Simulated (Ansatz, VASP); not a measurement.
# Co in VASP and in Ansatz

INCAR

```
ALGO = Normal
EDIFF = 1E-6
ENCUT = 600
GGA = PE
GGA_COMPAT = False
ISIF = 2
ISMEAR = -1
ISPIN = 2
LASPH = True
LCHARG = True
LDAU = True
LDAUJ = 0
LDAUL = 2
LDAUPRINT = 1
LDAUTYPE = 2
LDAUU = 2.7
LELF = True
LMAXMIX = 4
LORBIT = 11
LREAL = False
LVHAR = True
LWAVE = False
MAGMOM = 4.2 4.2
NBANDS = 20
NELM = 200
PREC = Accurate
SIGMA = 0.05
```

Contents of KPOINTS:

```
k-points
0
Gamma
  6 12 12
```

POSCAR

```
Co
1.0
    0.0000000000      3.5890000000      3.5890000000
    1.7945000000      0.0000000000      1.7945000000
    1.7945000000      1.7945000000      0.0000000000
Co
2
Direct
    0.0000000000      0.0000000000      0.0000000000
    0.5000000000      0.0000000000      0.0000000000
```

Input for Ansatz:

```yaml
crystal:
  lattice:
    - [0.0, 3.589, 3.589]
    - [1.7945, 0.0, 1.7945]
    - [1.7945, 1.7945, 0.0]
  atoms:
    - { symbol: Co, position: [0.0, 0.0, 0.0], spin: 4.2 }
    - { symbol: Co, position: [0.5, 0.0, 0.0], spin: 4.2 }
magnetization:
  spin_polarized: true
hamiltonian:
  xc: pbe
  pseudopotentials: { kind: paw }
  hubbard: { sites: [{ species: Co, l: d, u_eff: 2.7 }] }
basis:
  ecutwfc: 420
kpoints:
  mp_grid: { grid: [6, 12, 12] }
scf:
  occupations: { method: fermi_dirac, width: 0.05 }
  lower_state_search: "off"
output:
  forces: true
  stress: true
```

Change from the starting cell: moments ++ scaled by 1.4, plain SCF.

Alike in both runs: task single point; functional PBE; k mesh 6 × 12 × 12; occupations fermi-dirac, width 0.05 eV; collinear spin; Hubbard terms Co d U = 2.7 eV.

```csv
,VASP,Ansatz
version,VASP 6.6.1,Ansatz 0.2.0
potentials or method,"VASP PAW PBE potentials, release 64 (Co), cutoff 600 eV","PAW, plane waves, scalar-relativistic"
valence electrons in the cell,18,34
```

Ansatz gave:

```
pressure (GPa)                                                : -2.3
net moment per atom (μB)                                      : 1.75
size of the moment on the site where the two differ most (μB) : 1.85
```

Task: What did VASP give for the same quantities?

Result: Pressure (GPa): -5.9; net moment per atom (μB): 1.78; size of the moment on the site where the two differ most (μB): 1.84.

Site moments also hang on the region over which each program counts them. The programs project onto different local orbitals, so the same U acts differently, and such runs can settle in different states. VASP's potentials hold 18 valence electrons a cell and Ansatz's 34, so a difference there can come from the potentials and not from the codes. Ansatz's warnings: filled band counts differ across k points.
